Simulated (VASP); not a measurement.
Here is a VASP 6.6.1 calculation.

Contents of INCAR:

```
PREC = Accurate
ENCUT = 520
EDIFF = 1E-6
ISMEAR = -1
SIGMA = 0.08
LREAL = F
LASPH = T
NELM = 60
ALGO = Normal
ISIF = 2
LWAVE = F
LCHARG = F
GGA = PE
NBANDS = 12
```

KPOINTS

```
Automatic mesh
0
Gamma
  14 14 14
```

The input POSCAR:

```
Y
1.0
    0.0000000000      1.9122743573      1.9122743573
    1.9122743573      0.0000000000      1.9122743573
    1.9122743573      1.9122743573      0.0000000000
Y
1
Direct
    0.0000000000      0.0000000000      0.0000000000
```

Potentials or basis: VASP PAW PBE potentials, release 64 (Y_sv).

Command:

```console
$ cat potpaw_PBE.64/Y_sv/POTCAR > POTCAR
$ mpirun -np 1 vasp_std > vasp.out
```

(1) Estimate the band gap on the k mesh.

(2) Predict the pressure.

## Answers

(1) zero (an odd number of electrons rules out a gap without spin polarisation).

(2) 118.4 GPa.

Caveat: the cell stands under pressure.
